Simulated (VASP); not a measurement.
# Ru (P6_3/mmc) in VASP: single point with PBE

Aim: the single point of Ru with PBE.

All numbers are computed with VASP 6.6.1; they aren't measurements. Logs are shortened: lines on timing, memory, paths and dates and some standing lists are left out, and cuts for length are marked.

## 1. The cell of the first run

The structure is hexagonal, space group P6_3/mmc (No. 194). The conventional cell has a = 2.721 Å, b = 2.721 Å, c = 4.296 Å, α = 90.00°, β = 90.00°, γ = 120.00°. Within 3.5 Å of Ru (site symmetry -6m2) lie 12 Ru at 2.66 to 2.72 Å.

## 2. Single point, PBE

File INCAR:

```
SYSTEM = Ru
PREC = Accurate
ENCUT = 520
EDIFF = 1E-7
ISMEAR = -1
SIGMA = 0.1
LREAL = .FALSE.
LASPH = .TRUE.
NELM = 100
ALGO = Normal
ISIF = 2
LWAVE = .FALSE.
LCHARG = .FALSE.
GGA = PE
NBANDS = 36
```

File KPOINTS:

```
Automatic mesh
0
G
  12 8 7
  0 0 0
```

File POSCAR:

```
Ru
1.0
   -1.3605811744      2.3565957219      0.0000000000
    0.0000000000      0.0000000000      4.2959980363
    4.0817435232      2.3565957219      0.0000000000
Ru
4
Direct
    0.5000000000      0.2500000000      0.1666666670
    0.0000000000      0.2500000000      0.6666666670
    0.0000000000      0.7500000000      0.3333333330
    0.5000000000      0.7500000000      0.8333333330
```

Potentials or basis: VASP PAW PBE potentials, release 64 (Ru_pv).

Run with:

```console
cat potpaw_PBE.64/Ru_pv/POTCAR > POTCAR
mpirun -np 1 vasp_std > vasp.out
```

OUTCAR:

```text
SYSTEM = Ru
   PREC = Accurate
   ENCUT = 520
   EDIFF = 1E-7
   ISMEAR = -1
   LREAL = .FALSE.
   LASPH = .TRUE.
   NELM = 100
   ISIF = 2
   GGA = PE

 ion  position               nearest neighbor table
   1  0.500  0.250  0.167-   3 2.66   3 2.66   3 2.66   3 2.66   4 2.66   4 2.66   2 2.72   2 2.72
                             2 2.72   2 2.72
   2  0.000  0.250  0.667-   4 2.66   4 2.66   4 2.66   4 2.66   3 2.66   3 2.66   1 2.72   1 2.72
                             1 2.72   1 2.72
   3  0.000  0.750  0.333-   1 2.66   1 2.66   1 2.66   1 2.66   2 2.66   2 2.66   4 2.72   4 2.72
                             4 2.72   4 2.72
   4  0.500  0.750  0.833-   2 2.66   2 2.66   2 2.66   2 2.66   1 2.66   1 2.66   3 2.72   3 2.72
                             3 2.72   3 2.72

  LATTYP: Found a simple orthorhombic cell.
 ALAT       =     2.7211623488
 B/A-ratio  =     1.5787363948
 C/A-ratio  =     1.7320508076

  Lattice vectors:

 A1 = (  -1.3605811744,   2.3565957219,   0.0000000000)
 A2 = (   0.0000000000,   0.0000000000,   4.2959980363)
 A3 = (   4.0817435232,   2.3565957219,   0.0000000000)

Analysis of symmetry for initial positions (statically):
=====================================================================
 Subroutine PRICEL returns following result:

  LATTYP: Found a hexagonal cell.
 ALAT       =     2.7211623488
 C/A-ratio  =     1.5787363948

  Lattice vectors:

 A1 = (   1.3605811744,   2.3565957219,   0.0000000000)
 A2 = (  -2.7211623488,   0.0000000000,   0.0000000000)
 A3 = (   0.0000000000,   0.0000000000,   4.2959980363)

   2 primitive cells build up your supercell.

 Routine SETGRP: Setting up the symmetry group for a
 simple orthorhombic supercell.

 Subroutine GETGRP returns: Found  8 space group operations
 (whereof  4 operations were pure point group operations)
 out of a pool of  8 trial point group operations.

The static configuration has the point symmetry C_2h.
 The point group associated with its full space group is D_2h.

Analysis of symmetry for dynamics (positions and initial velocities):
=====================================================================
 Subroutine PRICEL returns following result:

  LATTYP: Found a hexagonal cell.
 ALAT       =     2.7211623488
 C/A-ratio  =     1.5787363948

  Lattice vectors:

 A1 = (   1.3605811744,   2.3565957219,   0.0000000000)
 A2 = (  -2.7211623488,   0.0000000000,   0.0000000000)
 A3 = (   0.0000000000,   0.0000000000,   4.2959980363)

   2 primitive cells build up your supercell.

 Routine SETGRP: Setting up the symmetry group for a
 simple orthorhombic supercell.

 Subroutine GETGRP returns: Found  8 space group operations
 (whereof  4 operations were pure point group operations)
 out of a pool of  8 trial point group operations.

The dynamic configuration has the point symmetry C_2h.
 The point group associated with its full space group is D_2h.

 Subroutine INISYM returns: Found  8 space group operations
 (whereof  4 operations are pure point group operations),
 and found     2 'primitive' translations

----------------------------------------------------------------------------------------

                                     Primitive cell

  volume of cell :      27.5489

  direct lattice vectors                    reciprocal lattice vectors
     1.360581174  2.356595722  0.000000000     0.000000000  0.424340921  0.000000000
    -2.721162349  0.000000000  0.000000000    -0.367490018  0.212170461  0.000000000
     0.000000000  0.000000000  4.295998036     0.000000000  0.000000000  0.232774781

  length of vectors
     2.721162349  2.721162349  4.295998036     0.424340921  0.424340921  0.232774781

  position of ions in fractional coordinates (direct lattice)
     0.666666667  0.333333333  0.250000000
     0.333333333  0.666666667  0.750000000

  ion indices of the primitive-cell ions
   primitive index   ion index
                 1           1
                 2           4

----------------------------------------------------------------------------------------

 KPOINTS: Automatic mesh

Automatic generation of k-mesh.
 Grid dimensions read from file:
 generate k-points for:   12    8    7

 Generating k-lattice:

  Cartesian coordinates                     Fractional coordinates (reciprocal lattice)
    -0.015312084  0.026521308  0.000000000     0.083333333  0.000000000  0.000000000
     0.000000000  0.000000000  0.029096848     0.000000000  0.125000000  0.000000000
     0.026249287  0.015155033  0.000000000     0.000000000  0.000000000  0.142857143

  Length of vectors
     0.030624168  0.029096848  0.030310066

  Shift w.r.t. Gamma in fractional coordinates (k-lattice)
     0.000000000  0.000000000  0.000000000

 Subroutine IBZKPT returns following result:
 ===========================================

 Found    140 irreducible k-points:

 Following reciprocal coordinates:
            Coordinates               Weight
  0.000000  0.000000  0.000000      1.000000
  0.083333  0.000000  0.000000      2.000000
  0.166667  0.000000  0.000000      2.000000
  0.250000  0.000000  0.000000      2.000000
  0.333333  0.000000  0.000000      2.000000
  0.416667  0.000000  0.000000      2.000000
[... 16 lines left out ...]
  0.083333  0.375000  0.000000      4.000000
  0.166667  0.375000  0.000000      4.000000
 [... further k-points ...]
   k-points           NKPTS =    140   k-points in BZ     NKDIM =    140   number of bands    NBANDS=     36
   number of dos      NEDOS =    301   number of ions     NIONS =      4
   total plane-waves  NPLWV =  23040
   dimension x,y,z NGX =    20 NGY =   32 NGZ =   36
   dimension x,y,z NGXF=    40 NGYF=   64 NGZF=   72
   ions per type =               4
   NGX,Y,Z   is equivalent  to a cutoff of  12.22, 12.38, 12.70 a.u.
   NGXF,Y,Z  is equivalent  to a cutoff of  24.44, 24.77, 25.40 a.u.
 SYSTEM =  Ru
   PREC   = accura    normal or accurate (medium, high low for compatibility)
   ISTART =      0    job   : 0-new  1-cont  2-samecut
   ICHARG =      2    charge: 1-file 2-atom 10-const
   ISPIN  =      1    spin polarized calculation?
   LNONCOLLINEAR =      F non collinear calculations
   LSORBIT =      F    spin-orbit coupling
   LASPH  =      T    aspherical Exc in radial PAW
   ENCUT  =  520.0 eV  38.22 Ry    6.18 a.u.   5.06  7.99  8.76*2*pi/ulx,y,z
   NELM   =    100;   NELMIN=  2; NELMDL= -5     # of ELM steps
   EDIFF  = 0.1E-06   stopping-criterion for ELM
   LREAL  =      F    real-space projection
   EDIFFG = 0.1E-05   stopping-criterion for IOM
   NSW    =      0    number of steps for IOM
   IBRION =     -1    ionic relax: 0-MD 1-quasi-New 2-CG
   NFREE  =      0    steps in history (QN), initial steepest desc. (CG)
   ISIF   =      2    stress and relaxation
   ISYM   =      2    0-nonsym 1-usesym 2-fastsym
   POTIM  = 0.5000    time-step for ionic-motion
   TEBEG  =    0.0;   TEEND  =   0.0 temperature during run
   PSTRESS=    0.0 pullay stress
   NELECT =      56.0000    total number of electrons
   NUPDOWN=      -1.0000    fix difference up-down
   EMIN   =  10.00;   EMAX   =-10.00  energy-range for DOS
   EFERMI =   0.00;   METHOD = LEGACY
   ISMEAR =    -1;   SIGMA  =   0.10  broadening in eV -4-tet -1-fermi 0-gaus
   EFERMI_NEDOS =   21; number of points for ismear=-14 and -15
   IALGO  =     38    algorithm
   IMIX   =      4    mixing-type and parameters
     AMIX     =   0.40;   BMIX     =  1.00
     AMIX_MAG =   1.60;   BMIX_MAG =  1.00
  volume/ion in A,a.u.               =      13.77        92.95
  Fermi-wavevector in a.u.,A,eV,Ry     =   1.645987  3.110464 36.861883  2.709272
  Thomas-Fermi vector in A             =   2.735691
   LORBIT       =      0    0 simple, 1 ext, 2 COOP (PROOUT), +10 PAW based schemes
   GGA     = PE    functional components
   LHFCALC =     F    Hartree Fock is set to
   AEXX    =    0.0000 exact exchange contribution
   IVDW    =     0    specifies the selected vdW correction
   LEPSILON=     F    determine dielectric tensor
   LRPA    =     F    only Hartree local field effects (RPA)
 non-spin polarized calculation
  energy-cutoff  :      520.00
  volume of cell :       55.10
 maximum number of plane-waves:      1512
   NGX = 11   NGY = 15   NGZ = 17

 number of electron      56.0000017 magnetization

 Free energy of the ion-electron system (eV)
  ---------------------------------------------------
  ext. energy  EPLUGINS =         0.00000000
  ---------------------------------------------------
  free energy    TOTEN  =       -36.99961178 eV

  energy without entropy =      -36.89234068  energy(sigma->0) =      -36.94597623

 E-fermi :  12.5926     XC(G=0): -14.0303

 val. band max:       12.5789215207   @ k =   0.2500   0.1250   0.2857
 cond. band min:      12.5934089684   @ k =   0.2500   0.3750   0.1429
 fundamental gap:      0.0144874477
 Fermi energy:        12.5925840203

 k-point     1 :       0.0000    0.0000    0.0000
  band No.  band energies     occupation
      1     -31.0200      2.00000
      2     -30.8343      2.00000
      3     -30.6512      2.00000
      4     -30.5605      2.00000
      5     -30.3506      2.00000
      6     -30.2051      2.00000
[... 28 lines left out ...]
     35      16.5595      0.00000
     36      18.5924      0.00000

 k-point     2 :       0.0833    0.0000    0.0000
  band No.  band energies     occupation
      1     -31.0031      2.00000
      2     -30.8207      2.00000
      3     -30.6383      2.00000
      4     -30.5471      2.00000
      5     -30.3761      2.00000
      6     -30.2155      2.00000
[... 28 lines left out ...]
     35      16.7969      0.00000
     36      18.7924      0.00000

 k-point     3 :       0.1667    0.0000    0.0000
  band No.  band energies     occupation
      1     -30.9540      2.00000
      2     -30.7827      2.00000
      3     -30.6023      2.00000
      4     -30.5081      2.00000
      5     -30.4421      2.00000
      6     -30.2573      2.00000
[... 28 lines left out ...]
     35      17.4633      0.00000
     36      19.1386      0.00000
[... 742 lines left out ...]
 k-point    23 :       0.0833    0.3750    0.0000
  band No.  band energies     occupation
      1     -30.9237      2.00000
      2     -30.8443      2.00000
      3     -30.6920      2.00000
      4     -30.3477      2.00000
      5     -30.2947      2.00000
      6     -30.2309      2.00000
[... 28 lines left out ...]
     35      16.0291      0.00000
     36      17.5115      0.00000

 k-point    24 :       0.1667    0.3750    0.0000
  band No.  band energies     occupation
      1     -30.8785      2.00000
      2     -30.8110      2.00000
      3     -30.6906      2.00000
      4     -30.4441      2.00000
      5     -30.3601      2.00000
      6     -30.3277      2.00000
[... 28 lines left out ...]
     35      17.7614      0.00000
     36      18.5828      0.00000

 [... further k-points ...]
[... 5 lines left out ...]
  --------------------------------------------------------------------------------------
  -------------------------------------------------------------------------------------
  Total        0.0028714     -0.0441267     -0.0845247      0.0407016      0.0000000     -0.0000000
  in kB        0.0834979     -1.2831534     -2.4578791      1.1835547      0.0000000     -0.0000000
  external PRESSURE =      -1.2191782 kB  Pullay stress =       0.0000000 kB

 VOLUME and BASIS-vectors are now :
 -----------------------------------------------------------------------------
  energy-cutoff  :      520.00
  volume of cell :       55.10
      direct lattice vectors                 reciprocal lattice vectors
    -1.360581174  2.356595722  0.000000000    -0.183745009  0.318255691  0.000000000
     0.000000000  0.000000000  4.295998036     0.000000000  0.000000000  0.232774781
     4.081743523  2.356595722  0.000000000     0.183745009  0.106085230  0.000000000

 POSITION                                       TOTAL-FORCE (eV/Angst)
 -----------------------------------------------------------------------------------
      0.00000      1.57106      1.07400        -0.000277     -0.000160      0.000000
      2.72116      1.57106      1.07400        -0.000277     -0.000160     -0.000000
      1.36058      0.78553      3.22200         0.000277      0.000160      0.000000
      2.72116      3.14213      3.22200         0.000277      0.000160      0.000000
 -----------------------------------------------------------------------------------
    total drift:                                0.000000      0.000000      0.000000

  FREE ENERGIE OF THE ION-ELECTRON SYSTEM (eV)
  ---------------------------------------------------
  free  energy   TOTEN  =       -36.9996117790 eV

  energy  without entropy=      -36.8923406816  energy(sigma->0) =      -36.94597623
```

It used 320 s of CPU time on 1 thread of AMD EPYC 7R13 Processor (Zen 3), with other jobs on the host.

Results:

- Free energy: -36.9996 eV
- Pressure: -0.1 GPa
- Band gap on the k mesh: zero (band 28 reaches 13.95 eV, above the bottom of band 29 at 11.52 eV)

Stress tensor (GPa, compression positive):
```
 0.01  0.12  0.00
 0.12 -0.13  0.00
 0.00  0.00 -0.25
```
